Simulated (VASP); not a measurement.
# KNaICl (P4/mmm) in VASP: further runs

KNaICl is run at these levels: LDA; tasks: single point, relaxation of cell and atoms.

All numbers are computed with VASP 6.6.1; they aren't measurements. Logs are shortened: lines on timing, memory, paths and dates and some standing lists are left out, and cuts for length are marked.

**1. The cell of the first run**

Symmetry: P4/mmm, No. 123, tetragonal system. The conventional cell has a = 4.320 Å, b = 4.320 Å, c = 6.499 Å, α = 90.00°, β = 90.00°, γ = 90.00°. Within 4.0 Å of K (site symmetry 4/mmm) lie 4 Cl at 3.06 Å and 2 I at 3.25 Å. Within 4.0 Å of Na (site symmetry 4/mmm) lie 4 I at 3.06 Å and 2 Cl at 3.25 Å. I (site symmetry 4/mmm) has 4 Na at 3.06 Å and 2 K at 3.25 Å within 4.0 Å. Cl (site symmetry 4/mmm) has 4 K at 3.06 Å and 2 Na at 3.25 Å within 4.0 Å.

**2. Single point, LDA**

INCAR reads:

```
PREC     = Accurate       # precision mode
ENCUT    = 520            # plane-wave cutoff, eV
EDIFF    = 1E-6           # SCF threshold, eV
ISMEAR   = 0              # smearing method
SIGMA    = 0.02           # smearing width, eV
LREAL    = False          # projectors in reciprocal space
LASPH    = True           # aspherical terms in the spheres
NELM     = 80             # most SCF steps
ALGO     = Normal         # electronic algorithm
ISIF     = 2              # what is computed and relaxed
LWAVE    = False          # write WAVECAR
LCHARG   = False          # write CHGCAR
NBANDS   = 23             # bands
```

KPOINTS reads:

```
regular mesh
0
Gamma
  6 6 4
```

POSCAR reads:

```
KNaICl
1.0
    4.3204478870      0.0000000000      0.0000000000
    0.0000000000      4.3204478870      0.0000000000
    0.0000000000      0.0000000000      6.4994237378
K Na I Cl
1 1 1 1
Direct
    0.5000000000      0.5000000000      0.5000000000
    0.0000000000      0.0000000000      0.0000000000
    0.5000000000      0.5000000000      0.0000000000
    0.0000000000      0.0000000000      0.5000000000
```

Potentials or basis: VASP PAW LDA potentials, release 64 (K_sv, Na_pv, I, Cl).

On the command line:

```bash
> cat potpaw_LDA.64/K_sv/POTCAR potpaw_LDA.64/Na_pv/POTCAR potpaw_LDA.64/I/POTCAR potpaw_LDA.64/Cl/POTCAR > POTCAR
> mpirun -np 1 vasp_std > vasp.out
```

OUTCAR:

```text
PREC = Accurate
   ENCUT = 520
   EDIFF = 1E-6
   ISMEAR = 0
   LREAL = False
   LASPH = True
   NELM = 80
   ISIF = 2

 ion  position               nearest neighbor table
   1  0.500  0.500  0.500-   4 3.06   4 3.06   4 3.06   4 3.06   3 3.25   3 3.25
   2  0.000  0.000  0.000-   3 3.06   3 3.06   3 3.06   3 3.06
   3  0.500  0.500  0.000-   2 3.06   2 3.06   2 3.06   2 3.06   1 3.25   1 3.25
   4  0.000  0.000  0.500-   1 3.06   1 3.06   1 3.06   1 3.06

  LATTYP: Found a simple tetragonal cell.
 ALAT       =     4.3204478870
 C/A-ratio  =     1.5043402693

  Lattice vectors:

 A1 = (   4.3204478870,   0.0000000000,   0.0000000000)
 A2 = (   0.0000000000,   4.3204478870,   0.0000000000)
 A3 = (   0.0000000000,   0.0000000000,   6.4994237378)

Analysis of symmetry for initial positions (statically):
=====================================================================
 Subroutine PRICEL returns:
 Original cell was already a primitive cell.

 Routine SETGRP: Setting up the symmetry group for a
 simple tetragonal supercell.

 Subroutine GETGRP returns: Found 16 space group operations
 (whereof 16 operations were pure point group operations)
 out of a pool of 16 trial point group operations.

The static configuration has the point symmetry D_4h.

Analysis of symmetry for dynamics (positions and initial velocities):
=====================================================================
 Subroutine PRICEL returns:
 Original cell was already a primitive cell.

 Routine SETGRP: Setting up the symmetry group for a
 simple tetragonal supercell.

 Subroutine GETGRP returns: Found 16 space group operations
 (whereof 16 operations were pure point group operations)
 out of a pool of 16 trial point group operations.

The dynamic configuration has the point symmetry D_4h.

 Subroutine INISYM returns: Found 16 space group operations
 (whereof 16 operations are pure point group operations),
 and found     1 'primitive' translations

----------------------------------------------------------------------------------------

                                     Primitive cell

  volume of cell :     121.3200

  direct lattice vectors                    reciprocal lattice vectors
     4.320447887  0.000000000  0.000000000     0.231457485  0.000000000  0.000000000
[... 87 lines left out ...]
   LASPH  =      T    aspherical Exc in radial PAW
   ENCUT  =  520.0 eV  38.22 Ry    6.18 a.u.   8.03  8.03 12.08*2*pi/ulx,y,z
   NELM   =     80;   NELMIN=  2; NELMDL= -5     # of ELM steps
   EDIFF  = 0.1E-05   stopping-criterion for ELM
   LREAL  =      F    real-space projection
   EDIFFG = 0.1E-04   stopping-criterion for IOM
   NSW    =      0    number of steps for IOM
   IBRION =     -1    ionic relax: 0-MD 1-quasi-New 2-CG
   NFREE  =      0    steps in history (QN), initial steepest desc. (CG)
   ISIF   =      2    stress and relaxation
   ISYM   =      2    0-nonsym 1-usesym 2-fastsym
   POTIM  = 0.5000    time-step for ionic-motion
   TEBEG  =    0.0;   TEEND  =   0.0 temperature during run
   PSTRESS=    0.0 pullay stress
   NELECT =      30.0000    total number of electrons
   NUPDOWN=      -1.0000    fix difference up-down
   EMIN   =  10.00;   EMAX   =-10.00  energy-range for DOS
   EFERMI =   0.00;   METHOD = LEGACY
   ISMEAR =     0;   SIGMA  =   0.02  broadening in eV -4-tet -1-fermi 0-gaus
   EFERMI_NEDOS =   21; number of points for ismear=-14 and -15
   IALGO  =     38    algorithm
   IMIX   =      4    mixing-type and parameters
     AMIX     =   0.40;   BMIX     =  1.00
     AMIX_MAG =   1.60;   BMIX_MAG =  1.00
  volume/ion in A,a.u.               =      30.33       204.68
  Fermi-wavevector in a.u.,A,eV,Ry     =   1.027554  1.941795 14.365932  1.055866
  Thomas-Fermi vector in A             =   2.161504
   LORBIT       =      0    0 simple, 1 ext, 2 COOP (PROOUT), +10 PAW based schemes
   GGA     = CA    functional components
   LHFCALC =     F    Hartree Fock is set to
   AEXX    =    0.0000 exact exchange contribution
   IVDW    =     0    specifies the selected vdW correction
   LEPSILON=     F    determine dielectric tensor
   LRPA    =     F    only Hartree local field effects (RPA)
 non-spin polarized calculation
 Gauss-broadening in eV      SIGMA  =   0.02
  energy-cutoff  :      520.00
  volume of cell :      121.32
 maximum number of plane-waves:      3320
   NGX = 17   NGY = 17   NGZ = 25

 number of electron      29.9999989 magnetization

 Free energy of the ion-electron system (eV)
  ---------------------------------------------------
  ext. energy  EPLUGINS =         0.00000000
  ---------------------------------------------------
  free energy    TOTEN  =       -13.23117322 eV

  energy without entropy =      -13.23117322  energy(sigma->0) =      -13.23117322

 E-fermi :  -0.0026     XC(G=0):  -8.3789

 val. band max:       -0.1806086503   @ k =   0.5000   0.0000   0.0000
 cond. band min:       3.8257937103   @ k =   0.0000   0.0000   0.0000
 fundamental gap:      4.0064023606
 Fermi energy:        -0.0025519479

 k-point     1 :       0.0000    0.0000    0.0000
  band No.  band energies     occupation
      1     -27.3750      2.00000
      2     -22.2306      2.00000
      3     -22.2306      2.00000
      4     -22.2137      2.00000
      5     -12.6365      2.00000
      6     -11.2700      2.00000
[... 613 lines left out ...]
     22       9.2668      0.00000
     23       9.4775      0.00000

 [... further k-points ...]

------------------------ aborting loop because EDIFF is reached ----------------------------------------

  FORCE on cell =-STRESS in cart. coord.  units (eV):
  Direction    XX          YY          ZZ          XY          YZ          ZX
  --------------------------------------------------------------------------------------
  -------------------------------------------------------------------------------------
  Total        0.0424043      0.0424043      0.0378088      0.0000000      0.0000000      0.0000000
  in kB        0.5599998      0.5599998      0.4993109      0.0000000      0.0000000      0.0000000
  external PRESSURE =       0.5397702 kB  Pullay stress =       0.0000000 kB

 VOLUME and BASIS-vectors are now :
 -----------------------------------------------------------------------------
  energy-cutoff  :      520.00
  volume of cell :      121.32
      direct lattice vectors                 reciprocal lattice vectors
     4.320447887  0.000000000  0.000000000     0.231457485  0.000000000  0.000000000
     0.000000000  4.320447887  0.000000000     0.000000000  0.231457485  0.000000000
     0.000000000  0.000000000  6.499423738     0.000000000  0.000000000  0.153859794

 POSITION                                       TOTAL-FORCE (eV/Angst)
 -----------------------------------------------------------------------------------
      2.16022      2.16022      3.24971         0.000000      0.000000      0.000000
      0.00000      0.00000      0.00000         0.000000      0.000000      0.000000
      2.16022      2.16022      0.00000         0.000000      0.000000      0.000000
      0.00000      0.00000      3.24971         0.000000      0.000000      0.000000
 -----------------------------------------------------------------------------------
    total drift:                                0.000000     -0.000000     -0.000000

  FREE ENERGIE OF THE ION-ELECTRON SYSTEM (eV)
  ---------------------------------------------------
  free  energy   TOTEN  =       -13.2311732202 eV

  energy  without entropy=      -13.2311732202  energy(sigma->0) =      -13.23117322
```

Run time: 49 s. Hardware: 1 thread of Intel Xeon Platinum 8488C (Sapphire Rapids), shared host; peak memory 0.24 GiB.

What came out:

- Free energy: -13.2312 eV
- Pressure: 0.1 GPa
- Band gap on the k mesh: 4.01 eV, indirect (least direct gap 4.05 eV)

Caveat: spin-orbit coupling is left out, which moves the levels of the heavy elements.

**3. Single point, LDA**

INCAR reads:

```
PREC = Accurate ; ENCUT = 520
EDIFF = 1E-7 ; ISMEAR = 0
SIGMA = 0.05 ; LREAL = F
LASPH = T ; NELM = 60
ALGO = Normal ; ISIF = 2
LWAVE = F ; LCHARG = F
NBANDS = 23
```

KPOINTS is that of step 2.

POSCAR is that of step 2.

Potentials or basis: VASP PAW LDA potentials, release 64 (K_sv, Na_pv, I, Cl).

On the command line:

```bash
> cat potpaw_LDA.64/K_sv/POTCAR potpaw_LDA.64/Na_pv/POTCAR potpaw_LDA.64/I/POTCAR potpaw_LDA.64/Cl/POTCAR > POTCAR
> mpirun -np 1 vasp_std > vasp.out
```

OUTCAR:

```text
PREC = Accurate
   ENCUT = 520
   EDIFF = 1E-7
   ISMEAR = 0
   LREAL = F
   LASPH = T
   NELM = 60
   ISIF = 2

 ion  position               nearest neighbor table
   1  0.500  0.500  0.500-   4 3.06   4 3.06   4 3.06   4 3.06   3 3.25   3 3.25
   2  0.000  0.000  0.000-   3 3.06   3 3.06   3 3.06   3 3.06
   3  0.500  0.500  0.000-   2 3.06   2 3.06   2 3.06   2 3.06   1 3.25   1 3.25
   4  0.000  0.000  0.500-   1 3.06   1 3.06   1 3.06   1 3.06

  LATTYP: Found a simple tetragonal cell.
 ALAT       =     4.3204478870
 C/A-ratio  =     1.5043402693
[... 814 lines left out ...]
     23       9.4775      0.00000

 [... further k-points ...]
[... 5 lines left out ...]
  --------------------------------------------------------------------------------------
  -------------------------------------------------------------------------------------
  Total        0.0429232      0.0429232      0.0388048      0.0000000      0.0000000      0.0000000
  in kB        0.5668530      0.5668530      0.5124644      0.0000000      0.0000000      0.0000000
  external PRESSURE =       0.5487234 kB  Pullay stress =       0.0000000 kB

 VOLUME and BASIS-vectors are now :
 -----------------------------------------------------------------------------
  energy-cutoff  :      520.00
  volume of cell :      121.32
      direct lattice vectors                 reciprocal lattice vectors
     4.320447887  0.000000000  0.000000000     0.231457485  0.000000000  0.000000000
     0.000000000  4.320447887  0.000000000     0.000000000  0.231457485  0.000000000
     0.000000000  0.000000000  6.499423738     0.000000000  0.000000000  0.153859794

 POSITION                                       TOTAL-FORCE (eV/Angst)
 -----------------------------------------------------------------------------------
      2.16022      2.16022      3.24971         0.000000      0.000000      0.000000
      0.00000      0.00000      0.00000         0.000000      0.000000      0.000000
      2.16022      2.16022      0.00000         0.000000      0.000000      0.000000
      0.00000      0.00000      3.24971         0.000000      0.000000      0.000000
 -----------------------------------------------------------------------------------
    total drift:                                0.000000     -0.000000     -0.000000

  FREE ENERGIE OF THE ION-ELECTRON SYSTEM (eV)
  ---------------------------------------------------
  free  energy   TOTEN  =       -13.2311732182 eV

  energy  without entropy=      -13.2311732182  energy(sigma->0) =      -13.23117322
```

stdout:

```text
POSCAR found type information on POSCAR K NaI Cl
 POSCAR found :  4 types and       4 ions
 scaLAPACK will be used
 LDA part: xc-table for (Slater(with rela. corr.)+CA(PZ))
 , standard interpolation
 POSCAR, INCAR and KPOINTS ok, starting setup
 FFT: planning ... GRIDC
 FFT: planning ... GRID_SOFT
 FFT: planning ... GRID
 WAVECAR not read
 entering main loop
```

Wall time 46 s (1 thread of Intel Xeon Platinum 8488C (Sapphire Rapids), shared host); peak memory 0.24 GiB.

Results:

* Free energy: -13.2312 eV
* Pressure: 0.1 GPa
* Band gap on the k mesh: 4.01 eV, indirect (least direct gap 4.05 eV)

Caveat: spin-orbit coupling is left out, which moves the levels of the heavy elements.

**4. Relaxation of cell and atoms, LDA**

INCAR reads:

```
SYSTEM = KNaICl
  PREC = Accurate
  ENCUT = 600
  EDIFF = 1E-6
  ISMEAR = 0
  SIGMA = 0.02
  LREAL = .False.
  LASPH = .True.
  NELM = 80
  ALGO = Normal
  ISIF = 3
  LWAVE = .False.
  LCHARG = .False.
  GGA = CA
  IBRION = 2
  NSW = 100
  EDIFFG = -0.005
```

KPOINTS reads:

```
Automatic mesh
0
Gamma
  6 6 4
  0 0 0
```

POSCAR is that of step 3.

On the command line:

```bash
> cat potpaw_LDA.64/K_sv/POTCAR potpaw_LDA.64/Na_pv/POTCAR potpaw_LDA.64/I/POTCAR potpaw_LDA.64/Cl/POTCAR > POTCAR
> mpirun -np 1 vasp_std > vasp.out
```

It took 3.7 min on 1 thread of Oxide Virtual Turin-like, shared host; peak memory 0.25 GiB.

Results (log left out):

* Free energy: -13.2316 eV
* Relaxed volume: 30.41 Å³/atom
* Relaxed cell: a = 4.324 Å, b = 4.324 Å, c = 6.505 Å, α = 90.00°, β = 90.00°, γ = 90.00°
* Space group after relaxing (to 0.05 Å): P4/mmm (No. 123)
* Energy gained by relaxing: 0.0 meV/atom
* Ionic steps: 3
* Pressure after relaxing: 0.0 GPa
* Band gap on the k mesh: 4.00 eV, indirect (least direct gap 4.04 eV)

Final structure:
```
K Na I Cl
1.0
     4.32450    0.00000    0.00000
     0.00000    4.32450    0.00000
     0.00000    0.00000    6.50496
K Na I Cl
1 1 1 1
Direct
  0.50000 0.50000 0.50000
  0.00000 0.00000 0.00000
  0.50000 0.50000 0.00000
  0.00000 0.00000 0.50000
```

Levels at points of the mesh, in eV from the valence-band top:
```tsv
k point	band 11	band 12	band 13	band 14	band 15	band 16	band 17	band 18	band 19
(0.00, 0.00, 0.00)	-0.60	-0.60	-0.08	-0.04	-0.04	4.00	5.66	6.25	7.59
(0.50, 0.00, 0.00)	-1.41	-1.04	-0.80	-0.47	0.00	6.24	6.28	7.28	7.59
(0.50, 0.50, 0.00)	-1.63	-0.86	-0.72	-0.72	-0.19	4.72	5.49	5.49	7.57
(0.00, 0.00, 0.50)	-1.10	-0.52	-0.52	-0.17	-0.17	5.10	6.23	6.32	6.43
(0.50, 0.00, 0.50)	-1.68	-0.80	-0.59	-0.54	-0.02	5.47	5.95	8.27	8.44
(0.50, 0.50, 0.50)	-1.52	-0.94	-0.93	-0.93	-0.64	5.46	7.15	7.15	7.42
```

Caveat: spin-orbit coupling is left out, which moves the levels of the heavy elements. A hybrid or GW would open this gap; LDA tends to underestimate it.

**5. Summary**

| task | cell | cutoff (eV) | smearing | gap on the mesh (eV) | pressure (GPa) |
| --- | --- | --- | --- | --- | --- |
| single point | as given | 520 | gaussian 0.02 eV | 4.01 | 0.1 |
| single point | as given | 520 | gaussian 0.05 eV | 4.01 | 0.1 |
| relaxation of cell and atoms | relaxed | 600 | gaussian 0.02 eV | 4.00 | 0.0 |

Alike in all rows: level LDA; potentials or basis VASP PAW LDA potentials, release 64 (K_sv, Na_pv, I, Cl); no spin polarisation; k mesh 6 × 6 × 4.

Caveats: spin-orbit coupling is left out, which moves the levels of the heavy elements.

Absolute energies hang on the potentials; compare differences alone.
